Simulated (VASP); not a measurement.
Set up this calculation in VASP 6.6.1, as the native input.

| Property | Result |
| --- | --- |
| Task | single point |
| Functional | PBE |
| Potentials or basis | VASP PAW PBE potentials, release 64 (W_sv, Se) |
| Cutoff | 520 eV |
| k mesh | 12 × 12 × 1 |
| Occupations | gaussian, width 0.02 eV |
| Spin | no spin polarisation |
| Dipole correction | no |
| Further INCAR settings | ALGO = Normal; EDIFF = 1e-07; NBANDS = 49 |

The structure of WSe2 lies in POSCAR:

```
WSe2
1.0
    3.3206078114      0.0000000000      0.0000000000
   -1.6603039057      2.8757307207      0.0000000000
    0.0000000000      0.0000000000     31.0209661464
W Se
3 6
Direct
    0.6666666667      0.3333333333      0.0000000000
    0.3333333333      0.6666666667      0.7543470880
    0.3333333333      0.6666666667      0.2456529120
    0.3333333333      0.6666666667      0.0541018941
    0.6666666667      0.3333333333      0.8084497458
    0.6666666667      0.3333333333      0.2997487586
    0.3333333333      0.6666666667      0.9458981059
    0.6666666667      0.3333333333      0.7002512414
    0.6666666667      0.3333333333      0.1915502542
```

The input as run:

INCAR

```
PREC     = Accurate       # precision mode
ENCUT    = 520            # plane-wave cutoff, eV
EDIFF    = 1E-7           # SCF threshold, eV
ISMEAR   = 0              # smearing method
SIGMA    = 0.02           # smearing width, eV
LREAL    = F              # projectors in reciprocal space
LASPH    = T              # aspherical terms in the spheres
NELM     = 100            # most SCF steps
ALGO     = Normal         # electronic algorithm
ISIF     = 2              # what is computed and relaxed
LWAVE    = F              # write WAVECAR
LCHARG   = F              # write CHGCAR
GGA      = PE             # functional
NBANDS   = 49             # bands
```

KPOINTS

```
regular mesh
0
Gamma
  12 12 1
```

Potentials or basis: VASP PAW PBE potentials, release 64 (W_sv, Se).

The run is started by

```bash
$ cat potpaw_PBE.64/W_sv/POTCAR potpaw_PBE.64/Se/POTCAR > POTCAR
$ mpirun -np 1 vasp_std > vasp.out
```

Results of the run:

* Largest force: 0.044 eV/Å
* Band gap on the k mesh: 1.53 eV

Caveat: there is no dipole correction, which matters where the two faces differ; spin-orbit coupling is left out, which moves the levels of the heavy elements.

It took 17 min on 1 thread of Intel Xeon 8259CL, on a shared host, peak memory 0.58 GiB.
